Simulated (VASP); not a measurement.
# ZnCu (Pm-3m) in VASP: further runs, part 3 of 3

VASP 6.6.1. Earlier steps stand in the parts before.

## Step 6: Single point, r2SCAN

This run uses another cell than the first one, of 13.03 Å³/atom, 1.085 times its volume.

File POSCAR:

```
ZnCu
1.0
    2.9645038797      0.0000000000      0.0000000000
    0.0000000000      2.9645038797      0.0000000000
    0.0000000000      0.0000000000      2.9645038797
Zn Cu
1 1
Direct
    0.5000000000      0.5000000000      0.5000000000
    0.0000000000      0.0000000000      0.0000000000
```

File INCAR.step1:

```
ALGO     = Normal         # electronic algorithm
EDIFF    = 1E-5           # SCF threshold, eV
ENCUT    = 660            # plane-wave cutoff, eV
GGA      = PE             # functional
GGA_COMPAT= False        
ISMEAR   = -1             # smearing method
LASPH    = True           # aspherical terms in the spheres
LCHARG   = False          # write CHGCAR
LREAL    = False          # projectors in reciprocal space
LWAVE    = True           # write WAVECAR
NBANDS   = 18             # bands
NELM     = 120            # most SCF steps
PREC     = Accurate       # precision mode
SIGMA    = 0.05           # smearing width, eV
```

File INCAR.step2:

```
ALGO     = Normal         # electronic algorithm
EDIFF    = 1E-6           # SCF threshold, eV
ENCUT    = 660            # plane-wave cutoff, eV
GGA_COMPAT= False        
ISIF     = 2              # what is computed and relaxed
ISMEAR   = -1             # smearing method
ISTART   = 1            
LASPH    = True           # aspherical terms in the spheres
LCHARG   = False          # write CHGCAR
LMIXTAU  = True         
LREAL    = False          # projectors in reciprocal space
LWAVE    = False          # write WAVECAR
METAGGA  = R2SCAN         # meta-GGA
NBANDS   = 18             # bands
NELM     = 120            # most SCF steps
PREC     = Accurate       # precision mode
SIGMA    = 0.05           # smearing width, eV
```

File KPOINTS:

```
k-points
0
Gamma
  9 9 9
```

Potentials or basis: VASP PAW PBE potentials, release 64 (Zn, Cu).

Launch:

```console
$ cat potpaw_PBE.64/Zn/POTCAR potpaw_PBE.64/Cu/POTCAR > POTCAR
$ cp INCAR.step1 INCAR
$ mpirun -np 1 vasp_std > vasp.out
$ cp INCAR.step2 INCAR
$ mpirun -np 1 vasp_std > vasp.out
```

OUTCAR:

```text
EDIFF = 1E-6
   ENCUT = 660
   ISIF = 2
   ISMEAR = -1
   ISTART = 1
   LASPH = True
   LREAL = False
   METAGGA = R2SCAN
   NELM = 120
   PREC = Accurate

 ion  position               nearest neighbor table
   1  0.500  0.500  0.500-   2 2.57   2 2.57   2 2.57   2 2.57   2 2.57   2 2.57   2 2.57   2 2.57

   2  0.000  0.000  0.000-   1 2.57   1 2.57   1 2.57   1 2.57   1 2.57   1 2.57   1 2.57   1 2.57

  LATTYP: Found a simple cubic cell.
 ALAT       =     2.9645038797

  Lattice vectors:

 A1 = (   2.9645038797,   0.0000000000,   0.0000000000)
 A2 = (   0.0000000000,   2.9645038797,   0.0000000000)
 A3 = (   0.0000000000,   0.0000000000,   2.9645038797)

Analysis of symmetry for initial positions (statically):
=====================================================================
 Subroutine PRICEL returns:
 Original cell was already a primitive cell.

 Routine SETGRP: Setting up the symmetry group for a
 simple cubic supercell.

 Subroutine GETGRP returns: Found 48 space group operations
 (whereof 48 operations were pure point group operations)
[... 155 lines left out ...]

 Free energy of the ion-electron system (eV)
  ---------------------------------------------------
  ext. energy  EPLUGINS =         0.00000000
  ---------------------------------------------------
  free energy    TOTEN  =       -19.91133894 eV

  energy without entropy =      -19.90707698  energy(sigma->0) =      -19.90920796

 E-fermi :   5.2401     XC(G=0): -13.3996

 val. band max:        5.1633729388   @ k =   0.3333   0.3333   0.0000
 cond. band min:       5.3442101927   @ k =   0.4444   0.4444   0.2222
 fundamental gap:      0.1808372540
 Fermi energy:         5.2400820354

 k-point     1 :       0.0000    0.0000    0.0000
  band No.  band energies     occupation
      1      -5.4197      2.00000
      2      -2.9179      2.00000
      3      -2.9179      2.00000
      4      -2.2230      2.00000
      5      -2.2230      2.00000
      6      -2.2230      2.00000
[... 481 lines left out ...]
      5      -2.1503      2.00000
      6       0.0043      2.00000
[... 10 lines left out ...]
     17      21.0590      0.00000
     18      22.2452      0.00000

 [... further k-points ...]
[... 5 lines left out ...]
  --------------------------------------------------------------------------------------
  -------------------------------------------------------------------------------------
  Total       -0.7974116     -0.7974116     -0.7974116      0.0000000     -0.0000000      0.0000000
  in kB      -49.0384890    -49.0384890    -49.0384890      0.0000000     -0.0000000      0.0000000
  external PRESSURE =     -49.0384890 kB  Pullay stress =       0.0000000 kB

 VOLUME and BASIS-vectors are now :
 -----------------------------------------------------------------------------
  energy-cutoff  :      660.00
  volume of cell :       26.05
      direct lattice vectors                 reciprocal lattice vectors
     2.964503880  0.000000000  0.000000000     0.337324571  0.000000000  0.000000000
     0.000000000  2.964503880  0.000000000     0.000000000  0.337324571  0.000000000
     0.000000000  0.000000000  2.964503880     0.000000000  0.000000000  0.337324571

 POSITION                                       TOTAL-FORCE (eV/Angst)
 -----------------------------------------------------------------------------------
      1.48225      1.48225      1.48225         0.000000      0.000000      0.000000
      0.00000      0.00000      0.00000         0.000000      0.000000      0.000000
 -----------------------------------------------------------------------------------
    total drift:                                0.000000      0.000000      0.000000

  FREE ENERGIE OF THE ION-ELECTRON SYSTEM (eV)
  ---------------------------------------------------
  free  energy   TOTEN  =       -19.9113389367 eV

  energy  without entropy=      -19.9070769759  energy(sigma->0) =      -19.90920796
```

OUTCAR.step1:

```text
EDIFF = 1E-5
   ENCUT = 660
   GGA = PE
   ISMEAR = -1
   LASPH = True
[... 726 lines left out ...]
      1.48225      1.48225      1.48225         0.000000      0.000000      0.000000
      0.00000      0.00000      0.00000         0.000000      0.000000      0.000000
 -----------------------------------------------------------------------------------
    total drift:                                0.000000      0.000000      0.000000

  FREE ENERGIE OF THE ION-ELECTRON SYSTEM (eV)
  ---------------------------------------------------
  free  energy   TOTEN  =        -5.0017628664 eV

  energy  without entropy=       -4.9973256808  energy(sigma->0) =       -4.99954427
```

OSZICAR.step1:

```text
N       E                     dE             d eps       ncg     rms          rms(c)
DAV:   1     0.126386374740E+03    0.12639E+03   -0.13144E+04  1372   0.250E+03
DAV:   2    -0.409152565574E+00   -0.12680E+03   -0.12160E+03  1268   0.328E+02
DAV:   3    -0.601556446388E+01   -0.56064E+01   -0.55599E+01  1444   0.839E+01
DAV:   4    -0.606629837694E+01   -0.50734E-01   -0.50712E-01  1434   0.727E+00
DAV:   5    -0.606699621147E+01   -0.69783E-03   -0.69781E-03  1448   0.868E-01    0.938E+00
DAV:   6    -0.596390990067E+01    0.10309E+00   -0.14562E+01  1352   0.919E+01    0.612E+00
DAV:   7    -0.501135934893E+01    0.95255E+00   -0.31728E+00  1358   0.874E+01    0.216E+00
DAV:   8    -0.501027106851E+01    0.10883E-02   -0.13686E-01  1764   0.501E+00    0.119E+00
DAV:   9    -0.500176910368E+01    0.85020E-02   -0.12064E-02  1378   0.246E+00    0.546E-02
DAV:  10    -0.500177391421E+01   -0.48105E-05   -0.73281E-04  1928   0.537E-01    0.483E-02
DAV:  11    -0.500176460443E+01    0.93098E-05   -0.10166E-04  1384   0.290E-01    0.917E-03
DAV:  12    -0.500176286642E+01    0.17380E-05   -0.78355E-06   684   0.662E-02
   1 F= -.50017629E+01 E0= -.49995443E+01  d E =-.443719E-02
```

Run time: 42 s. Hardware: 1 thread of Intel Xeon 6975P-C (Granite Rapids), shared host; peak memory 0.17 GiB.

What came out:

| Item | Value |
| --- | --- |
| Free energy | -19.9113 eV |
| Pressure | -4.9 GPa |

Caveat: the PAW data sets were made with another functional, which shifts forces and pressure a little.

## Step 7: Summary

```tsv
cell	gap on the mesh (eV)	pressure (GPa)
a = 2.885 Å, 2 atoms	none	5.8
a = 2.905 Å, 2 atoms	none	2.6
a = 2.925 Å, 2 atoms	none	-0.1
a = 2.945 Å, 2 atoms	none	-2.7
a = 2.965 Å, 2 atoms	none	-4.9
```

Alike in all rows: task single point; level r2SCAN; potentials or basis VASP PAW PBE potentials, release 64 (Zn, Cu); no spin polarisation; k mesh 9 × 9 × 9; cutoff (eV) 660; smearing fermi-dirac 0.05 eV.

Caveats: the PAW data sets were made with another functional, which shifts forces and pressure a little.

Total energies depend on the potentials used, so only differences within one code and one set of settings carry meaning.
